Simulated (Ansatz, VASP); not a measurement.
**One calculation of SrOs, two programs**

The input POSCAR:

```
SrOs
1.0
    3.5847859548      0.0000000000      0.0000000000
    0.0000000000      3.5847859548      0.0000000000
    0.0000000000      0.0000000000      3.5847859548
Sr Os
1 1
Direct
    0.0000000000      0.0000000000      0.0000000000
    0.5000000000      0.5334748020      0.5000000000
```

Contents of INCAR.step1:

```
SYSTEM = SrOs
PREC     = Accurate       ! precision mode
ENCUT    = 520            ! plane-wave cutoff, eV
ISMEAR   = 0              ! smearing method
SIGMA    = 0.05           ! smearing width, eV
LREAL    = .False.        ! projectors in reciprocal space
LASPH    = .True.         ! aspherical terms in the spheres
NELM     = 80             ! most SCF steps
NBANDS   = 16             ! bands
GGA      = PE             ! functional
ALGO     = Normal         ! electronic algorithm
EDIFF    = 1E-4           ! SCF threshold, eV
LWAVE    = .True.         ! write WAVECAR
LCHARG   = .False.        ! write CHGCAR
```

Contents of INCAR.step2:

```
SYSTEM = SrOs
PREC     = Accurate       ! precision mode
ENCUT    = 520            ! plane-wave cutoff, eV
EDIFF    = 1E-6           ! SCF threshold, eV
ISMEAR   = 0              ! smearing method
SIGMA    = 0.05           ! smearing width, eV
LREAL    = .False.        ! projectors in reciprocal space
LASPH    = .True.         ! aspherical terms in the spheres
NELM     = 80             ! most SCF steps
ALGO     = Normal         ! electronic algorithm
ISIF     = 2              ! what is computed and relaxed
LWAVE    = .False.        ! write WAVECAR
LCHARG   = .False.        ! write CHGCAR
METAGGA  = R2SCAN         ! meta-GGA
LMIXTAU  = .True.       
NBANDS   = 16             ! bands
ISTART   = 1
```

The input KPOINTS:

```
Automatic mesh
0
Gamma
  10 10 10
  0 0 0
```

Input for Ansatz:

```yaml
crystal:
  lattice:
    - [3.5847859548, 0.0, 0.0]
    - [0.0, 3.5847859548, 0.0]
    - [0.0, 0.0, 3.5847859548]
  atoms:
    - { symbol: Sr, position: [0.0, 0.0, 0.0] }
    - { symbol: Os, position: [0.5, 0.533474802, 0.5] }
basis:
  ecutwfc: 500
  ecutrho_ratio: 4
kpoints:
  mp_grid: { grid: [10, 10, 10] }
hamiltonian:
  xc: r2scan
scf:
  occupations: { method: gaussian, width: 0.05 }
output:
  forces: true
  stress: true
  eigenvalues: true
  write_density: true
  write_potential: true
  elf: true
  volumetric_format: npy
```

Alike in both runs: task single point; functional r2SCAN; k mesh 10 × 10 × 10; occupations gaussian, width 0.05 eV; no spin polarisation.

|  | VASP | Ansatz |
| --- | --- | --- |
| version | VASP 6.6.1 | Ansatz 0.2.0 |
| potentials or method | VASP PAW PBE potentials, release 64 (Sr_sv, Os), cutoff 520 eV | scalar-relativistic, plane waves, PAW |
| valence electrons in the cell | 18 | 26 |

```tsv
	VASP	Ansatz	Ansatz less VASP
gap on the k mesh at the Fermi level (eV)	none	none	-
pressure (GPa)	0.7	0.3	-0.45
traceless stress, the component that is largest in VASP (GPa)	-0.38	-0.37	+0.006
rms of the force components (eV/Å)	0.364	0.355	-0.0098
```

VASP's potentials were made for PBE, not for r2SCAN. Atom by atom the forces differ by 0.010 eV/Å (rms over components). A gap of «none» marks a metal or a gap that the smearing closes. With one functional, cell and mesh, what is left measures potentials, basis and numerics. VASP's potentials hold 18 valence electrons a cell and Ansatz's 26, so a difference there can come from the potentials and not from the codes.

Neither program's run includes spin-orbit coupling.
